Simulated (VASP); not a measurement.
# Hf2TaN4 in VASP: further runs

The runs below take Hf2TaN4 through single point, relaxation of cell and atoms, with PBE.

All numbers are computed with VASP 6.6.1; they aren't measurements. Logs are shortened: lines on timing, memory, paths and dates and some standing lists are left out, and cuts for length are marked.

**1. The cell of the first run**

Symmetry: Cmmm, No. 65, orthorhombic system. The conventional cell has a = 6.460 Å, b = 8.772 Å, c = 3.157 Å, α = 90.00°, β = 90.00°, γ = 90.00°. Hf (site symmetry 2/m) has 6 N at 2.20 to 2.26 Å within 2.9 Å. Within 2.8 Å of Ta (site symmetry mmm) lie 6 N at 2.11 to 2.16 Å. Within 3.3 Å of N (site symmetry m2m) lie 1 Ta at 2.16 Å and 4 Hf at 2.26 Å and 12 N at 3.02 to 3.29 Å. N (site symmetry 2mm) has 2 Ta at 2.11 Å and 2 Hf at 2.20 Å and 1 N at 2.79 Å within 2.8 Å.

The cell was generated, and may not be a known phase.

**2. Single point, PBE**

The input, INCAR:

```
PREC = Accurate
ENCUT = 520
EDIFF = 1E-6
ISMEAR = 0
SIGMA = 0.15
LREAL = False
LASPH = True
NELM = 60
ALGO = Normal
ISIF = 2
LWAVE = False
LCHARG = False
GGA = PE
NBANDS = 34
```

The input, KPOINTS:

```
regular mesh
0
Gamma
  2 2 4
```

The input, POSCAR:

```
Hf2TaN4
1.0
    3.2301879269     -4.3861976869      0.0000000000
    3.2301879269      4.3861976869      0.0000000000
    0.0000000000      0.0000000000      3.1572571697
Hf Ta N
2 1 4
Direct
    0.5000000000      0.0000000000      0.5000000000
    0.0000000000      0.5000000000      0.5000000000
    0.0000000000      0.0000000000      0.0000000000
    0.2457656364      0.7542343636      0.0000000000
    0.7542343636      0.2457656364      0.0000000000
    0.2161808496      0.2161808496      0.5000000000
    0.7838191504      0.7838191504      0.5000000000
```

Potentials or basis: VASP PAW PBE potentials, release 64 (Hf_pv, Ta_pv, N).

On the command line:

```
$ cat potpaw_PBE.64/Hf_pv/POTCAR potpaw_PBE.64/Ta_pv/POTCAR potpaw_PBE.64/N/POTCAR > POTCAR
$ mpirun -np 1 vasp_std > vasp.out
```

OUTCAR:

```text
PREC = Accurate
   ENCUT = 520
   EDIFF = 1E-6
   ISMEAR = 0
   LREAL = False
   LASPH = True
   NELM = 60
   ISIF = 2
   GGA = PE

 ion  position               nearest neighbor table
   1  0.500  0.000  0.500-   6 2.20   7 2.20   4 2.26   5 2.26   4 2.26   5 2.26   3 3.15   3 3.15
                             3 3.15   3 3.15   2 3.23   2 3.23
   2  0.000  0.500  0.500-   6 2.20   7 2.20   4 2.26   5 2.26   4 2.26   5 2.26   3 3.15   3 3.15
                             3 3.15   3 3.15   1 3.23   1 3.23
   3  0.000  0.000  0.000-   6 2.11   7 2.11   6 2.11   7 2.11   4 2.16   5 2.16   1 3.15   2 3.15
                             1 3.15   2 3.15   2 3.15   2 3.15   1 3.15   1 3.15
   4  0.246  0.754  0.000-   3 2.16   2 2.26   1 2.26   1 2.26   2 2.26
   5  0.754  0.246  0.000-   3 2.16   2 2.26   1 2.26   1 2.26   2 2.26
   6  0.216  0.216  0.500-   3 2.11   3 2.11   1 2.20   2 2.20
   7  0.784  0.784  0.500-   3 2.11   3 2.11   1 2.20   2 2.20

  LATTYP: Found a base centered orthorhombic cell.
 ALAT       =     6.4603758538
 B/A-ratio  =     1.3578769366
 C/A-ratio  =     0.4887110659

  Lattice vectors:

 A1 = (   3.2301879269,  -4.3861976869,   0.0000000000)
 A2 = (   3.2301879269,   4.3861976869,   0.0000000000)
 A3 = (   0.0000000000,   0.0000000000,   3.1572571697)

Analysis of symmetry for initial positions (statically):
=====================================================================
 Subroutine PRICEL returns:
 Original cell was already a primitive cell.

 Routine SETGRP: Setting up the symmetry group for a
 base centered orthorhombic supercell.

 Subroutine GETGRP returns: Found  8 space group operations
 (whereof  8 operations were pure point group operations)
 out of a pool of  8 trial point group operations.

The static configuration has the point symmetry D_2h.

Analysis of symmetry for dynamics (positions and initial velocities):
=====================================================================
 Subroutine PRICEL returns:
 Original cell was already a primitive cell.

 Routine SETGRP: Setting up the symmetry group for a
 base centered orthorhombic supercell.

 Subroutine GETGRP returns: Found  8 space group operations
 (whereof  8 operations were pure point group operations)
 out of a pool of  8 trial point group operations.

The dynamic configuration has the point symmetry D_2h.

 Subroutine INISYM returns: Found  8 space group operations
 (whereof  8 operations are pure point group operations),
 and found     1 'primitive' translations

----------------------------------------------------------------------------------------

                                     Primitive cell

  volume of cell :      89.4656

  direct lattice vectors                    reciprocal lattice vectors
     3.230187927 -4.386197687  0.000000000     0.154789756 -0.113993950  0.000000000
     3.230187927  4.386197687  0.000000000     0.154789756  0.113993950  0.000000000
     0.000000000  0.000000000  3.157257170     0.000000000  0.000000000  0.316730613

  length of vectors
     5.447278604  5.447278604  3.157257170     0.192235504  0.192235504  0.316730613

  position of ions in fractional coordinates (direct lattice)
     0.500000000  0.000000000  0.500000000
     0.000000000  0.500000000  0.500000000
     0.000000000  0.000000000  0.000000000
     0.245765636  0.754234364  0.000000000
     0.754234364  0.245765636  0.000000000
     0.216180850  0.216180850  0.500000000
     0.783819150  0.783819150  0.500000000

  ion indices of the primitive-cell ions
   primitive index   ion index
                 1           1
                 2           2
                 3           3
                 4           4
                 5           5
                 6           6
                 7           7

----------------------------------------------------------------------------------------

 KPOINTS: regular mesh

Automatic generation of k-mesh.
 Grid dimensions read from file:
 generate k-points for:    2    2    4

 Generating k-lattice:

  Cartesian coordinates                     Fractional coordinates (reciprocal lattice)
     0.077394878 -0.056996975  0.000000000     0.500000000  0.000000000  0.000000000
     0.077394878  0.056996975  0.000000000     0.000000000  0.500000000  0.000000000
     0.000000000  0.000000000  0.079182653     0.000000000  0.000000000  0.250000000

  Length of vectors
     0.096117752  0.096117752  0.079182653

  Shift w.r.t. Gamma in fractional coordinates (k-lattice)
     0.000000000  0.000000000  0.000000000

 Subroutine IBZKPT returns following result:
 ===========================================

 Found      9 irreducible k-points:

 Following reciprocal coordinates:
            Coordinates               Weight
  0.000000  0.000000  0.000000      1.000000
  0.500000 -0.000000  0.000000      2.000000
  0.500000  0.500000  0.000000      1.000000
  0.000000  0.000000  0.250000      2.000000
  0.500000 -0.000000  0.250000      4.000000
  0.500000  0.500000  0.250000      2.000000
  0.000000  0.000000  0.500000      1.000000
  0.500000 -0.000000  0.500000      2.000000
  0.500000  0.500000  0.500000      1.000000
   k-points           NKPTS =      9   k-points in BZ     NKDIM =      9   number of bands    NBANDS=     34
   number of dos      NEDOS =    301   number of ions     NIONS =      7
   total plane-waves  NPLWV =  42336
   dimension x,y,z NGX =    42 NGY =   42 NGZ =   24
   dimension x,y,z NGXF=    84 NGYF=   84 NGZF=   48
   ions per type =               2   1   4
   NGX,Y,Z   is equivalent  to a cutoff of  12.82, 12.82, 12.64 a.u.
   NGXF,Y,Z  is equivalent  to a cutoff of  25.64, 25.64, 25.27 a.u.
 SYSTEM =  unknown system
   PREC   = accura    normal or accurate (medium, high low for compatibility)
   ISTART =      0    job   : 0-new  1-cont  2-samecut
   ICHARG =      2    charge: 1-file 2-atom 10-const
   ISPIN  =      1    spin polarized calculation?
   LNONCOLLINEAR =      F non collinear calculations
   LSORBIT =      F    spin-orbit coupling
   LASPH  =      T    aspherical Exc in radial PAW
   ENCUT  =  520.0 eV  38.22 Ry    6.18 a.u.  10.13 10.13  5.87*2*pi/ulx,y,z
   NELM   =     60;   NELMIN=  2; NELMDL= -5     # of ELM steps
   EDIFF  = 0.1E-05   stopping-criterion for ELM
   LREAL  =      F    real-space projection
   EDIFFG = 0.1E-04   stopping-criterion for IOM
   NSW    =      0    number of steps for IOM
   IBRION =     -1    ionic relax: 0-MD 1-quasi-New 2-CG
   NFREE  =      0    steps in history (QN), initial steepest desc. (CG)
   ISIF   =      2    stress and relaxation
   ISYM   =      2    0-nonsym 1-usesym 2-fastsym
   POTIM  = 0.5000    time-step for ionic-motion
   TEBEG  =    0.0;   TEEND  =   0.0 temperature during run
   PSTRESS=    0.0 pullay stress
   NELECT =      51.0000    total number of electrons
   NUPDOWN=      -1.0000    fix difference up-down
   EMIN   =  10.00;   EMAX   =-10.00  energy-range for DOS
   EFERMI =   0.00;   METHOD = LEGACY
   ISMEAR =     0;   SIGMA  =   0.15  broadening in eV -4-tet -1-fermi 0-gaus
   EFERMI_NEDOS =   21; number of points for ismear=-14 and -15
   IALGO  =     38    algorithm
   IMIX   =      4    mixing-type and parameters
     AMIX     =   0.40;   BMIX     =  1.00
     AMIX_MAG =   1.60;   BMIX_MAG =  1.00
  volume/ion in A,a.u.               =      12.78        86.25
  Fermi-wavevector in a.u.,A,eV,Ry     =   1.357416  2.565144 25.069792  1.842578
  Thomas-Fermi vector in A             =   2.484336
   LORBIT       =      0    0 simple, 1 ext, 2 COOP (PROOUT), +10 PAW based schemes
   GGA     = PE    functional components
   LHFCALC =     F    Hartree Fock is set to
   AEXX    =    0.0000 exact exchange contribution
   IVDW    =     0    specifies the selected vdW correction
   LEPSILON=     F    determine dielectric tensor
   LRPA    =     F    only Hartree local field effects (RPA)
 non-spin polarized calculation
 Gauss-broadening in eV      SIGMA  =   0.15
  energy-cutoff  :      520.00
  volume of cell :       89.47
 maximum number of plane-waves:      2432
 NGX is ok and might be reduce to    42
   NGX = 21   NGY = 21   NGZ = 11

 number of electron      50.9999991 magnetization

 Free energy of the ion-electron system (eV)
  ---------------------------------------------------
  ext. energy  EPLUGINS =         0.00000000
  ---------------------------------------------------
  free energy    TOTEN  =       -74.93306021 eV

  energy without entropy =      -74.92167947  energy(sigma->0) =      -74.92736984

 E-fermi :   5.9574     XC(G=0): -11.5454

 val. band max:        5.8287540644   @ k =   0.5000   0.5000   0.2500
 cond. band min:       6.1104382355   @ k =   0.5000  -0.0000   0.0000
 fundamental gap:      0.2816841711
 Fermi energy:         5.9574063663

 k-point     1 :       0.0000    0.0000    0.0000
  band No.  band energies     occupation
      1     -29.9849      2.00000
      2     -29.8877      2.00000
      3     -29.7740      2.00000
      4     -25.9587      2.00000
      5     -25.6111      2.00000
      6     -25.5607      2.00000
[... 26 lines left out ...]
     33       9.9228      0.00000
     34      10.0291      0.00000

 k-point     2 :       0.5000   -0.0000    0.0000
  band No.  band energies     occupation
      1     -29.9733      2.00000
      2     -29.8797      2.00000
      3     -29.7732      2.00000
      4     -25.7914      2.00000
      5     -25.7596      2.00000
      6     -25.5569      2.00000
[... 26 lines left out ...]
     33       9.9132      0.00000
     34      10.1066      0.00000
[... 220 lines left out ...]
     33      10.6266      0.00000
     34      10.6578      0.00000

 k-point     9 :       0.5000    0.5000    0.5000
  band No.  band energies     occupation
      1     -30.2095      2.00000
      2     -29.9344      2.00000
      3     -29.8019      2.00000
      4     -25.9506      2.00000
      5     -25.8606      2.00000
      6     -25.8589      2.00000
[... 26 lines left out ...]
     33      10.0516      0.00000
     34      11.3428      0.00000

------------------------ aborting loop because EDIFF is reached ----------------------------------------

  FORCE on cell =-STRESS in cart. coord.  units (eV):
  Direction    XX          YY          ZZ          XY          YZ          ZX
  --------------------------------------------------------------------------------------
  -------------------------------------------------------------------------------------
  Total       -0.8853031     -0.7504551     -0.5913838      0.0000000      0.0000000      0.0000000
  in kB      -15.8542829    -13.4393844    -10.5906844      0.0000000      0.0000000      0.0000000
  external PRESSURE =     -13.2947839 kB  Pullay stress =       0.0000000 kB

 VOLUME and BASIS-vectors are now :
 -----------------------------------------------------------------------------
  energy-cutoff  :      520.00
  volume of cell :       89.47
      direct lattice vectors                 reciprocal lattice vectors
     3.230187927 -4.386197687  0.000000000     0.154789756 -0.113993950  0.000000000
     3.230187927  4.386197687  0.000000000     0.154789756  0.113993950  0.000000000
     0.000000000  0.000000000  3.157257170     0.000000000  0.000000000  0.316730613

 POSITION                                       TOTAL-FORCE (eV/Angst)
 -----------------------------------------------------------------------------------
      1.61509     -2.19310      1.57863         0.000000     -0.000000      0.000000
      1.61509      2.19310      1.57863         0.000000     -0.000000      0.000000
      0.00000      0.00000      0.00000         0.000000     -0.000000      0.000000
      3.23019      2.23024      0.00000         0.000000     -0.006510     -0.000000
      3.23019     -2.23024      0.00000         0.000000      0.006510      0.000000
      1.39661      0.00000      1.57863        -0.014114      0.000000      0.000000
      5.06377      0.00000      1.57863         0.014114      0.000000     -0.000000
 -----------------------------------------------------------------------------------
    total drift:                               -0.000000     -0.000000      0.000000

  FREE ENERGIE OF THE ION-ELECTRON SYSTEM (eV)
  ---------------------------------------------------
  free  energy   TOTEN  =       -74.9330602129 eV

  energy  without entropy=      -74.9216794680  energy(sigma->0) =      -74.92736984
```

Wall time 67 s (1 thread of Intel Xeon 8259CL, shared host); peak memory 0.2 GiB.

Results:

| Quantity | Value |
| --- | --- |
| Free energy | -74.9331 eV |
| Pressure | -1.3 GPa |
| Largest force | 0.014 eV/Å |
| Band gap on the k mesh | zero (an odd number of electrons rules out a gap without spin polarisation) |

Forces on the atoms (eV/Å):
```
Hf   0.000  0.000  0.000
Hf   0.000  0.000  0.000
Ta   0.000  0.000  0.000
N    0.000 -0.007  0.000
N    0.000  0.007  0.000
N   -0.014  0.000  0.000
N    0.014  0.000  0.000
```

Stress tensor (GPa, compression positive):
```
-1.59  0.00  0.00
 0.00 -1.34  0.00
 0.00  0.00 -1.06
```

Caveat: the k points lie up to 0.60 Å⁻¹ apart, too coarse for converged energies and pressures of a metal; spin-orbit coupling is left out, which moves the levels of the heavy elements; an odd number of electrons without spin polarisation forces a metal; a magnetic or distorted state may lie lower.

(Part 1 of 2 ends here.)

The gap in the log of VASP goes by the Fermi energy; the results here count the filled bands.